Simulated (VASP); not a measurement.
# SiO2 (P6_222) in VASP: further runs, part 2 of 2

VASP 6.6.1.

### 3 Single point, PBE (strain -0.080 along x and y, -0.040 along z)

Contents of INCAR:

```
  ALGO = Normal
  EDIFF = 1E-6
  ENCUT = 520
  GGA = PE
  ISIF = 2
  ISMEAR = 0
  LASPH = T
  LCHARG = T
  LELF = T
  LREAL = F
  LVHAR = T
  LWAVE = F
  NBANDS = 34
  NELM = 60
  PREC = Accurate
  SIGMA = 0.05
```

Contents of KPOINTS:

```
k-points
0
Gamma
  6 6 4
```

Contents of POSCAR:

```
SiO2
1.0
    4.6965043738      0.0000000000      0.0000000000
   -2.3482521869      4.0672920967      0.0000000000
    0.0000000000      0.0000000000      5.3612984877
Si O
3 6
Direct
    0.5000000000      0.0000000000      0.0000000000
    0.5000000000      0.5000000000      0.3333333333
    0.0000000000      0.5000000000      0.6666666667
    0.4159266453      0.2079633227      0.1666666667
    0.2079633227      0.4159266453      0.5000000000
    0.7920366773      0.2079633227      0.8333333333
    0.5840733547      0.7920366773      0.1666666667
    0.7920366773      0.5840733547      0.5000000000
    0.2079633227      0.7920366773      0.8333333333
```

Potentials or basis: VASP PAW PBE potentials, release 64 (Si, O).

Started as:

```sh
> cat potpaw_PBE.64/Si/POTCAR potpaw_PBE.64/O/POTCAR > POTCAR
> mpirun -np 1 vasp_std > vasp.out
```

OUTCAR:

```text
EDIFF = 1E-6
   ENCUT = 520
   GGA = PE
   ISIF = 2
   ISMEAR = 0
   LASPH = T
   LREAL = F
   NELM = 60
   PREC = Accurate

 ion  position               nearest neighbor table
   1  0.500  0.000  0.000-   6 1.51   9 1.51   7 1.51   4 1.51   2 2.95   3 2.95   2 2.95   3 2.95

   2  0.500  0.500  0.333-   4 1.51   7 1.51   5 1.51   8 1.51   1 2.95   1 2.95   3 2.95   3 2.95

   3  0.000  0.500  0.667-   6 1.51   9 1.51   8 1.51   5 1.51   1 2.95   1 2.95   2 2.95   2 2.95

   4  0.416  0.208  0.167-   2 1.51   1 1.51
   5  0.208  0.416  0.500-   2 1.51   3 1.51
   6  0.792  0.208  0.833-   3 1.51   1 1.51
   7  0.584  0.792  0.167-   2 1.51   1 1.51
   8  0.792  0.584  0.500-   2 1.51   3 1.51
   9  0.208  0.792  0.833-   3 1.51   1 1.51

  LATTYP: Found a hexagonal cell.
 ALAT       =     4.6965043738
 C/A-ratio  =     1.1415508346

  Lattice vectors:

 A1 = (   4.6965043738,   0.0000000000,   0.0000000000)
 A2 = (  -2.3482521869,   4.0672920967,   0.0000000000)
 A3 = (   0.0000000000,   0.0000000000,   5.3612984877)

Analysis of symmetry for initial positions (statically):
=====================================================================
 Subroutine PRICEL returns:
 Original cell was already a primitive cell.

 Routine SETGRP: Setting up the symmetry group for a
 hexagonal supercell.

 Subroutine GETGRP returns: Found 12 space group operations
 (whereof  4 operations were pure point group operations)
 out of a pool of 24 trial point group operations.

The static configuration has the point symmetry D_2 .
 The point group associated with its full space group is D_6 .

Analysis of symmetry for dynamics (positions and initial velocities):
=====================================================================
 Subroutine PRICEL returns:
 Original cell was already a primitive cell.

[... 141 lines left out ...]
  Thomas-Fermi vector in A             =   2.404583
   LORBIT       =      0    0 simple, 1 ext, 2 COOP (PROOUT), +10 PAW based schemes
   GGA     = PE    functional components
   LHFCALC =     F    Hartree Fock is set to
   AEXX    =    0.0000 exact exchange contribution
   IVDW    =     0    specifies the selected vdW correction
   LEPSILON=     F    determine dielectric tensor
   LRPA    =     F    only Hartree local field effects (RPA)
 non-spin polarized calculation
 Gauss-broadening in eV      SIGMA  =   0.05
  energy-cutoff  :      520.00
  volume of cell :      102.41
 maximum number of plane-waves:      2780
 NGX is ok and might be reduce to    36
   NGX = 17   NGY = 17   NGZ = 19

 number of electron      47.9999972 magnetization

 Free energy of the ion-electron system (eV)
  ---------------------------------------------------
  ext. energy  EPLUGINS =         0.00000000
  ---------------------------------------------------
  free energy    TOTEN  =       -67.67944076 eV

  energy without entropy =      -67.67944076  energy(sigma->0) =      -67.67944076

 E-fermi :   2.2336     XC(G=0):  -9.4877

 val. band max:        2.0273760725   @ k =   0.0000   0.0000   0.5000
 cond. band min:       8.4116776931   @ k =   0.0000   0.0000   0.0000
 fundamental gap:      6.3843016207
 Fermi energy:         2.2336445173

 k-point     1 :       0.0000    0.0000    0.0000
  band No.  band energies     occupation
      1     -18.4842      2.00000
      2     -16.7273      2.00000
      3     -16.7273      2.00000
      4     -15.8426      2.00000
      5     -15.7768      2.00000
      6     -15.7768      2.00000
[... 766 lines left out ...]
     33      14.6187      0.00000
     34      14.6502      0.00000

------------------------ aborting loop because EDIFF is reached ----------------------------------------

  FORCE on cell =-STRESS in cart. coord.  units (eV):
  Direction    XX          YY          ZZ          XY          YZ          ZX
  --------------------------------------------------------------------------------------
  -------------------------------------------------------------------------------------
  Total       34.8464482     34.8464482     34.6703297     -0.0000000     -0.0000000      0.0000000
  in kB      545.1537691    545.1537691    542.3984919     -0.0000000     -0.0000000      0.0000000
  external PRESSURE =     544.2353434 kB  Pullay stress =       0.0000000 kB

 VOLUME and BASIS-vectors are now :
 -----------------------------------------------------------------------------
  energy-cutoff  :      520.00
  volume of cell :      102.41
      direct lattice vectors                 reciprocal lattice vectors
     4.696504374  0.000000000  0.000000000     0.212924320  0.122931913  0.000000000
    -2.348252187  4.067292097  0.000000000     0.000000000  0.245863827  0.000000000
     0.000000000  0.000000000  5.361298488     0.000000000  0.000000000  0.186521978

 POSITION                                       TOTAL-FORCE (eV/Angst)
 -----------------------------------------------------------------------------------
      2.34825      0.00000      0.00000         0.000000      0.000000     -0.000000
      1.17413      2.03365      1.78710         0.000000      0.000000      0.000000
     -1.17413      2.03365      3.57420         0.000000      0.000000      0.000000
      1.46505      0.84585      0.89355        -1.828261     -1.055547     -0.000000
      0.00000      1.69170      2.68065         0.000000     -2.111094     -0.000000
      3.23145      0.84585      4.46775         1.828261     -1.055547      0.000000
      0.88320      3.22144      0.89355         1.828261      1.055547     -0.000000
      2.34825      2.37560      2.68065         0.000000      2.111094     -0.000000
     -0.88320      3.22144      4.46775        -1.828261      1.055547     -0.000000
 -----------------------------------------------------------------------------------
    total drift:                               -0.000000      0.000000      0.000002

  FREE ENERGIE OF THE ION-ELECTRON SYSTEM (eV)
  ---------------------------------------------------
  free  energy   TOTEN  =       -67.6794407615 eV

  energy  without entropy=      -67.6794407615  energy(sigma->0) =      -67.67944076
```

stdout:

```text
POSCAR found type information on POSCAR SiO
 POSCAR found :  2 types and       9 ions
 scaLAPACK will be used
 LDA part: xc-table for (Slater+PW92), standard interpolation
 POSCAR, INCAR and KPOINTS ok, starting setup
 FFT: planning ... GRIDC
 FFT: planning ... GRID_SOFT
 FFT: planning ... GRID
 WAVECAR not read
 entering main loop
```

It took 36 s on 1 thread of Intel Xeon 6975P-C (Granite Rapids), shared host; peak memory 0.23 GiB.

What came out:

```
Free energy            : -67.6794 eV
Pressure               : 54.4 GPa
Largest force          : 2.111 eV/Å
Band gap on the k mesh : 6.38 eV (least direct gap 6.53 eV)
```

Forces in eV/Å, atoms in the order of the input:
```
Si   0.000  0.000  0.000
Si   0.000  0.000  0.000
Si   0.000  0.000  0.000
O   -1.828 -1.056  0.000
O    0.000 -2.111  0.000
O    1.828 -1.056  0.000
O    1.828  1.056  0.000
O    0.000  2.111  0.000
O   -1.828  1.056  0.000
```

Stress tensor (GPa, compression positive):
```
54.52  0.00  0.00
 0.00 54.52  0.00
 0.00  0.00 54.24
```

Levels at points of the mesh, in eV from the valence-band top:
| k point | band 20 | band 21 | band 22 | band 23 | band 24 | band 25 | band 26 | band 27 | band 28 | band 29 |
| --- | --- | --- | --- | --- | --- | --- | --- | --- | --- | --- |
| (0.00, 0.00, 0.00) | -1.32 | -1.32 | -0.65 | -0.65 | -0.14 | 6.38 | 9.67 | 9.67 | 10.19 | 10.19 |
| (0.50, 0.00, 0.00) | -1.58 | -1.46 | -1.35 | -0.52 | -0.04 | 8.57 | 9.60 | 10.40 | 10.81 | 10.98 |
| (0.00, 0.00, 0.50) | -2.40 | -1.39 | -0.43 | 0.00 | 0.00 | 8.30 | 8.30 | 8.73 | 10.68 | 10.68 |
| (0.50, 0.00, 0.50) | -1.77 | -1.21 | -0.98 | -0.92 | -0.41 | 9.63 | 9.83 | 10.46 | 10.51 | 11.07 |

Caveat: the cell differs from its parent crystal (strain -0.080 along x and y, -0.040 along z); the cell stands under pressure; forces of over 1 eV/Å act on the atoms, so gaps and moduli don't describe the material at rest.
